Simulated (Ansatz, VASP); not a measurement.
# One calculation of Pd, two programs

The input INCAR:

```
PREC = Accurate
ENCUT = 520
EDIFF = 1E-6
ISMEAR = -1
SIGMA = 0.1
LREAL = False
LASPH = True
NELM = 80
ALGO = Normal
ISIF = 2
LWAVE = False
LCHARG = False
GGA = CA
NBANDS = 11
```

File KPOINTS:

```
Automatic mesh
0
Gamma
  15 15 15
```

File POSCAR:

```
Pd
1.0
    2.4331975396      0.0000000000      0.0000000000
    0.0000000000      2.4331975396      0.0000000000
    0.0000000000      0.0000000000      2.4331975396
Pd
1
Direct
    0.0000000000      0.0000000000      0.0000000000
```

Input for Ansatz:

```yaml
crystal:
  lattice:
    - [2.4331975396, 0.0, 0.0]
    - [0.0, 2.4331975396, 0.0]
    - [0.0, 0.0, 2.4331975396]
  atoms:
    - { symbol: Pd, position: [0.0, 0.0, 0.0] }
kpoints:
  mp_grid: { grid: [15, 15, 15] }
scf:
  occupations: { method: fermi_dirac, width: 0.1 }
hamiltonian:
  xc: lda
  pseudopotentials: { kind: all_electron, lapw: { basis_error: 0.001 } }
output:
  forces: true
  stress: true
  eigenvalues: true
  populations: true
```

Change from the starting cell: volume scaled by 0.88, LAPW.

Alike in both runs: task single point; functional LDA; k mesh 15 × 15 × 15; occupations fermi-dirac, width 0.1 eV; no spin polarisation.

|  | VASP | Ansatz |
| --- | --- | --- |
| version | VASP 6.6.1 | Ansatz 0.2.0 |
| potentials or method | VASP PAW LDA potentials, release 64 (Pd), cutoff 520 eV | all-electron LAPW, scalar-relativistic |

VASP gave:

* pressure (GPa): 29.8

Q: What did Ansatz give for the same quantities?

A: Pressure (GPa): 30.1.

LDA's correlation is that of Perdew and Zunger in VASP and of Perdew and Wang (1992) in Ansatz. Both programs put the cell under a high pressure, so it lies far from rest at this level. Ansatz ran all-electron here, and VASP with PAW potentials.
